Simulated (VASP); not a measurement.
# BiTe (Fm-3m) in VASP: a series of runs, part 2 of 2

VASP 6.6.1.

## (3) Vibrations by perturbation theory, PBEsol (33.44 Å³/atom)

INCAR reads:

```
  PREC = Accurate
  ENCUT = 520
  EDIFF = 1E-8
  ISMEAR = -1
  SIGMA = 0.15
  LREAL = F
  LASPH = T
  NELM = 100
  ALGO = Normal
  ISIF = 2
  LWAVE = F
  LCHARG = F
  GGA = PS
  IBRION = 8
  NSW = 1
```

KPOINTS reads:

```
Automatic mesh
0
Gamma
  12 12 12
```

POSCAR reads:

```
BiTe
1.0
    0.0000000000      3.2217742641      3.2217742641
    3.2217742641      0.0000000000      3.2217742641
    3.2217742641      3.2217742641      0.0000000000
Bi Te
1 1
Direct
    0.0000000000      0.0000000000      0.0000000000
    0.5000000000      0.5000000000      0.5000000000
```

Potentials or basis: VASP PAW PBE potentials, release 64 (Bi_d, Te).

Command:

```console
cat potpaw_PBE.64/Bi_d/POTCAR potpaw_PBE.64/Te/POTCAR > POTCAR
mpirun -np 1 vasp_std > vasp.out
```

OUTCAR:

```text
PREC = Accurate
   ENCUT = 520
   EDIFF = 1E-8
   ISMEAR = -1
   LREAL = F
   LASPH = T
   NELM = 100
   ISIF = 2
   GGA = PS
   IBRION = 8
   NSW = 1

 ion  position               nearest neighbor table
   1  0.000  0.000  0.000-   2 3.22   2 3.22   2 3.22   2 3.22   2 3.22   2 3.22
   2  0.500  0.500  0.500-   1 3.22   1 3.22   1 3.22   1 3.22   1 3.22   1 3.22

  LATTYP: Found a face centered cubic cell.
 ALAT       =     6.4435485282

  Lattice vectors:

 A1 = (   0.0000000000,   3.2217742641,   3.2217742641)
 A2 = (   3.2217742641,   0.0000000000,   3.2217742641)
 A3 = (   3.2217742641,   3.2217742641,   0.0000000000)

Analysis of symmetry for initial positions (statically):
=====================================================================
 Subroutine PRICEL returns:
 Original cell was already a primitive cell.

 Routine SETGRP: Setting up the symmetry group for a
 face centered cubic supercell.

 Subroutine GETGRP returns: Found 48 space group operations
 (whereof 48 operations were pure point group operations)
 out of a pool of 48 trial point group operations.

The static configuration has the point symmetry O_h .

Analysis of symmetry for dynamics (positions and initial velocities):
=====================================================================
 Subroutine PRICEL returns:
 Original cell was already a primitive cell.

 Routine SETGRP: Setting up the symmetry group for a
 face centered cubic supercell.

 Subroutine GETGRP returns: Found 48 space group operations
 (whereof 48 operations were pure point group operations)
 out of a pool of 48 trial point group operations.

The dynamic configuration has the point symmetry O_h .

 Subroutine INISYM returns: Found 48 space group operations
 (whereof 48 operations are pure point group operations),
 and found     1 'primitive' translations

----------------------------------------------------------------------------------------

                                     Primitive cell

  volume of cell :      66.8829

  direct lattice vectors                    reciprocal lattice vectors
     0.000000000  3.221774264  3.221774264    -0.155193989  0.155193989  0.155193989
     3.221774264  0.000000000  3.221774264     0.155193989 -0.155193989  0.155193989
     3.221774264  3.221774264  0.000000000     0.155193989  0.155193989 -0.155193989

  length of vectors
     4.556276859  4.556276859  4.556276859     0.268803874  0.268803874  0.268803874

  position of ions in fractional coordinates (direct lattice)
     0.000000000  0.000000000  0.000000000
     0.500000000  0.500000000  0.500000000

  ion indices of the primitive-cell ions
   primitive index   ion index
                 1           1
                 2           2

----------------------------------------------------------------------------------------

[... 519 lines left out ...]
      1     -16.4388      2.00000
      2     -16.4357      2.00000
      3     -16.4243      2.00000
      4     -16.4210      2.00000
      5     -16.4197      2.00000
      6      -4.9525      2.00000
      7      -4.4766      2.00000
      8       2.7512      2.00000
      9       4.0857      2.00000
     10       4.1902      2.00000
     11       6.8392      0.42570
     12       6.8409      0.42207
     13       8.5764      0.00001
     14      12.7387      0.00000

 [... further k-points ...]

------------------------ aborting loop because EDIFF is reached ----------------------------------------

  FORCE on cell =-STRESS in cart. coord.  units (eV):
  Direction    XX          YY          ZZ          XY          YZ          ZX
  --------------------------------------------------------------------------------------
  -------------------------------------------------------------------------------------
  Total       -0.4293115     -0.4293115     -0.4293115     -0.0000000      0.0000000      0.0000000
  in kB      -10.2841354    -10.2841354    -10.2841354     -0.0000000      0.0000000      0.0000000
  external PRESSURE =     -10.2841354 kB  Pullay stress =       0.0000000 kB

 VOLUME and BASIS-vectors are now :
 -----------------------------------------------------------------------------
  energy-cutoff  :      520.00
  volume of cell :       66.88
      direct lattice vectors                 reciprocal lattice vectors
     0.000000000  3.221774264  3.221774264    -0.155193989  0.155193989  0.155193989
     3.221774264  0.000000000  3.221774264     0.155193989 -0.155193989  0.155193989
     3.221774264  3.221774264  0.000000000     0.155193989  0.155193989 -0.155193989

 POSITION                                       TOTAL-FORCE (eV/Angst)
 -----------------------------------------------------------------------------------
      0.00000      0.00000      0.00000         0.000000     -0.000000      0.000000
      3.22177      3.22177      3.22177        -0.000000      0.000000      0.000000
 -----------------------------------------------------------------------------------
    total drift:                               -0.000000      0.000000      0.000000

  FREE ENERGIE OF THE ION-ELECTRON SYSTEM (eV)
  ---------------------------------------------------
  free  energy   TOTEN  =        -8.0344123884 eV

  energy  without entropy=       -7.9329525431  energy(sigma->0) =       -7.98368247

[... ionic steps 2 to 3 ...]

--------------------------------------- Ionic step        4  -------------------------------------------

------------------------ aborting loop because EDIFF is reached ----------------------------------------

[... ionic steps 5 to 6 ...]

--------------------------------------- Ionic step        7  -------------------------------------------

 Free energy of the ion-electron system (eV)
  ---------------------------------------------------
  ---------------------------------------------------
  free energy    TOTEN  =        -0.04662061 eV

  energy without entropy =       -0.04662063

------------------------ aborting loop because EDIFF is reached ----------------------------------------

 INTERNAL STRAIN TENSOR  FOR ION    2  DIRECTION 1   (eV/Angst):
 -----------------------------------------------------------------------------
     0.02089  0.00000 -0.00000
     0.00000  0.00445 -0.00000
     0.00000 -0.00000  0.00445

 INTERNAL STRAIN TENSOR FOR ION    2 for displacements in x,y,z  (eV/Angst):
          X           Y           Z          XY          YZ          ZX
  --------------------------------------------------------------------------------
  x     0.00000     0.00000     0.00000     0.00000     0.00000     0.00000
  y     0.00000     0.00000     0.00000     0.00000     0.00000     0.00000
  z     0.00000     0.00000     0.00000     0.00000     0.00000     0.00000

 SECOND DERIVATIVES (NOT SYMMETRIZED)
 ------------------------------------
               1X          1Y          1Z          2X          2Y          2Z
  1X    -2.442319    0.000000    0.000000    2.442319    0.000000    0.000000
  1Y     0.000000   -2.442319    0.000000    0.000000    2.442319    0.000000
  1Z     0.000000    0.000000   -2.442319    0.000000    0.000000    2.442319
  2X     2.432191    0.000000    0.000000   -2.432191    0.000000    0.000000
  2Y     0.000000    2.432191    0.000000    0.000000   -2.432191    0.000000
  2Z     0.000000    0.000000    2.432191    0.000000    0.000000   -2.432191

 Eigenvectors and eigenvalues of the dynamical matrix
 ----------------------------------------------------

   1 f  =    2.741314 THz    17.224182 2PiTHz   91.440384 cm-1    11.337158 meV
             X         Y         Z           dx          dy          dz
      0.000000  0.000000  0.000000    -0.616511   -0.000000    0.000000
      3.221774  3.221774  3.221774     0.787346   -0.000000    0.000000
[... 21 lines left out ...]
   6 f/i=    0.002765 THz     0.017372 2PiTHz    0.092227 cm-1     0.011435 meV
             X         Y         Z           dx          dy          dz
      0.000000  0.000000  0.000000     0.106934   -0.158531    0.763771
      3.221774  3.221774  3.221774     0.083732   -0.124134    0.598052

--------------------------------------------------------------------------------------------------------

 ELASTIC MODULI CONTR FROM IONIC RELAXATION (kBar)
 Direction    XX          YY          ZZ          XY          YZ          ZX
 --------------------------------------------------------------------------------
 XX           0.0000      0.0000      0.0000      0.0000      0.0000      0.0000
 YY           0.0000      0.0000      0.0000      0.0000      0.0000      0.0000
 ZZ           0.0000      0.0000      0.0000      0.0000      0.0000      0.0000
 XY           0.0000      0.0000      0.0000      0.0000      0.0000      0.0000
 YZ           0.0000      0.0000      0.0000      0.0000      0.0000      0.0000
 ZX           0.0000      0.0000      0.0000      0.0000      0.0000      0.0000
 --------------------------------------------------------------------------------
```

OSZICAR:

```text
N       E                     dE             d eps       ncg     rms          rms(c)
DAV:   1     0.154863537147E+03    0.15486E+03   -0.10074E+04  2016   0.144E+03
DAV:   2     0.315740466684E+01   -0.15171E+03   -0.14969E+03  2124   0.364E+02
[... 44 lines left out ...]
RMM:   6    -0.466212001071E-01    0.67774E-05   -0.36684E-07  8201   0.402E-03    0.337E-04
RMM:   7    -0.466214193254E-01   -0.21922E-06    0.11506E-08  8531   0.120E-03    0.453E-04
RMM:   8    -0.466203257011E-01    0.10936E-05   -0.30630E-07  8736   0.453E-04    0.838E-05
RMM:   9    -0.466205671544E-01   -0.24145E-06   -0.15586E-07  9040   0.129E-04    0.605E-05
RMM:  10    -0.466206057396E-01   -0.38585E-07   -0.13343E-07  8693   0.428E-05    0.443E-06
RMM:  11    -0.466206107355E-01   -0.49960E-08   -0.91817E-08  8401   0.161E-05    0.544E-06
 Linear response finished
```

It took 6 min on 1 thread of Intel Xeon Platinum 8488C (Sapphire Rapids), shared host; peak memory 0.5 GiB.

Results:

```yaml
Highest_phonon_frequency_at_Γ_LO-TO_splitting_left_out: 91 cm⁻¹
```

Phonon frequencies in cm⁻¹ (negative: imaginary):
| q point | frequencies |
| --- | --- |
| (0.000, 0.000, 0.000) | 0 0 0 91 91 91 |

Caveat: the cell stands under pressure or tension, which shifts response properties; the PAW data sets were made with another functional, which shifts forces and pressure a little; spin-orbit coupling is left out, which moves the levels of the heavy elements.
